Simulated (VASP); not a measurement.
# HfN: single point with r2SCAN

Crystal: HfN.

```
Hf N
1.0
     0.00000    2.26332    2.26332
     2.26332    0.00000    2.26332
     2.26332    2.26332    0.00000
Hf N
1 1
Cartesian
  0.0000 0.0000 0.0000
  2.2633 2.2633 2.2633
```

```
Program             : VASP 6.6.1
Task                : single point
Functional          : r2SCAN
Potentials or basis : VASP PAW PBE potentials, release 64 (Hf_pv, N)
Cutoff              : 520 eV
k mesh              : 8 × 8 × 8
Occupations         : gaussian, width 0.05 eV
Spin                : no spin polarisation
```

```yaml
Pressure: -2.7 GPa
Band_gap_on_the_k_mesh: zero (an odd number of electrons rules out a gap without spin polarisation)
```

Levels at points of the mesh, in eV from the Fermi level:
```
           k point  band 5  band 6  band 7  band 8  band 9  band 10  band 11  band 12
(0.00, 0.00, 0.00)   -3.41   -3.41   -3.41   -0.33   -0.33    -0.33     1.99     1.99
(0.50, 0.00, 0.00)   -9.31   -6.61   -6.61    3.36    3.75     3.75     4.57     9.01
(0.50, 0.50, 0.00)   -5.93   -4.12   -4.12   -3.87    4.10     5.51     5.51     5.74
```

It took 40 s on 1 thread of Intel(R) Xeon(R) Platinum 8488C (Sapphire Rapids), with other jobs on the host, peak memory 0.15 GiB.

Caveat: the PAW data sets were made with another functional, which shifts forces and pressure a little; spin-orbit coupling is left out, which moves the levels of the heavy elements.
